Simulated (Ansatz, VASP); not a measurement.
**FeSi: VASP beside Ansatz**

```xyz
8
Lattice="4.4481 0.0000 0.0000 0.0000 4.4481 0.0000 0.0000 0.0000 4.4481" Properties=species:S:1:pos:R:3 pbc="T T T"
Fe    0.6049    0.6049    0.6049
Fe    1.6191    3.8431    2.8290
Fe    2.8290    1.6191    3.8431
Fe    3.8431    2.8290    1.6191
Si    3.7396    3.7396    3.7396
Si    2.9325    0.7084    1.5156
Si    1.5156    2.9325    0.7084
Si    0.7084    1.5156    2.9325
```

Alike in both runs: task single point; functional PBE; k mesh 6 × 6 × 6; no spin polarisation.

|  | VASP | Ansatz |
| --- | --- | --- |
| version | VASP 6.6.1 | Ansatz 0.2.0 |
| potentials or method | VASP PAW PBE potentials, release 64 (Fe, Si) | plane waves, PAW |
| plane-wave cutoff (eV) | 520 | 420 |
| occupations | gaussian, width 0.01 eV | fixed |
| valence electrons in the cell | 48 | 80 |

```tsv
	VASP	Ansatz	Ansatz less VASP
gap on the k mesh at the Fermi level (eV)	0.17	0.18	+0.006
pressure (GPa)	0.2	0.0	-0.18
rms of the force components (eV/Å)	0.014	0.001	-0.0129
```

Atom by atom the forces differ by 0.014 eV/Å (rms over components). VASP's potentials hold 48 valence electrons a cell and Ansatz's 80, so a difference there can come from the potentials and not from the codes.
